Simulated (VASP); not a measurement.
# GaAs4: relaxation of cell and atoms with PBE

The system is GaAs4.

```
Ga As
1.0
     5.58620    0.00000    0.00000
    -2.79310    4.83779    0.00000
     0.00000    0.00000    5.30653
Ga As
1 4
Direct
  0.00000 0.00000 0.00000
  0.50000 0.00000 0.50000
  0.00000 0.50000 0.50000
  0.50000 0.50000 0.50000
  0.00000 0.00000 0.50000
```

The cell was generated, and may not be a known phase.

- Program: VASP 6.6.1
- Task: relaxation of cell and atoms
- Functional: PBE
- Potentials or basis: VASP PAW PBE potentials, release 64 (Ga_d, As)
- Cutoff: 600 eV
- k mesh: 12 × 12 × 8
- Occupations: gaussian, width 0.1 eV
- Spin: no spin polarisation
- Dipole correction: no
- Further INCAR settings: ALGO = Normal; EDIFF = 1e-06; IBRION = 2; EDIFFG = -0.01; NSW = 100; ISIF = 3

```
Relaxed volume                        : 28.19 Å³/atom
Relaxed cell                          : a = 5.616 Å, b = 5.616 Å, c = 5.161 Å, α = 90.00°, β = 90.00°, γ = 120.00°
Space group after relaxing (to 0.1 Å) : P6/mmm (No. 191)
Energy gained by relaxing             : 4.1 meV/atom
Ionic steps                           : 7
Pressure after relaxing               : 0.0 GPa
Band gap on the k mesh                : zero (an odd number of electrons rules out a gap without spin polarisation)
```

Step by step:
```
step  energy change (eV)  largest force (eV/Å)  pressure (GPa)  volume (Å³)
   1              0.0000                0.0000            0.04       143.41
   2             -0.0118                0.0000           -0.37       143.54
   3             -0.0148                0.0000           -0.64       143.62
   4             -0.0199                0.0000           -0.10       140.99
   5             -0.0200                0.0000           -0.14       141.21
   6             -0.0204                0.0000            0.05       140.86
   7             -0.0205                0.0000            0.00       140.94
```

Final structure:
```
Ga As
1.0
     5.61559    0.00000    0.00000
    -2.80780    4.86325    0.00000
     0.00000    0.00000    5.16077
Ga As
1 4
Cartesian
  0.0000 0.0000 0.0000
  0.0000 4.8632 2.5804
  -1.4039 2.4316 2.5804
  1.4039 2.4316 2.5804
  0.0000 0.0000 2.5804
```

Levels at points of the mesh, in eV from the Fermi level:
| k point | band 12 | band 13 | band 14 | band 15 | band 16 | band 17 | band 18 | band 19 | band 20 |
| --- | --- | --- | --- | --- | --- | --- | --- | --- | --- |
| (0.00, 0.00, 0.00) | -5.53 | -4.62 | -4.08 | -1.04 | 0.67 | 0.67 | 2.51 | 2.51 | 3.54 |
| (0.50, 0.00, 0.00) | -3.38 | -3.00 | -2.00 | -1.32 | -1.01 | -0.32 | 0.23 | 0.36 | 0.42 |
| (0.00, 0.00, 0.50) | -5.76 | -5.50 | -2.10 | 0.21 | 0.21 | 1.09 | 1.09 | 2.04 | 3.33 |
| (0.50, 0.00, 0.50) | -3.11 | -2.97 | -1.09 | -1.04 | -0.97 | -0.72 | 0.37 | 0.39 | 2.24 |

Run time: 19 min on 1 thread of Intel(R) Xeon(R) Platinum 8488C (Sapphire Rapids), on a shared host, peak memory 0.54 GiB.
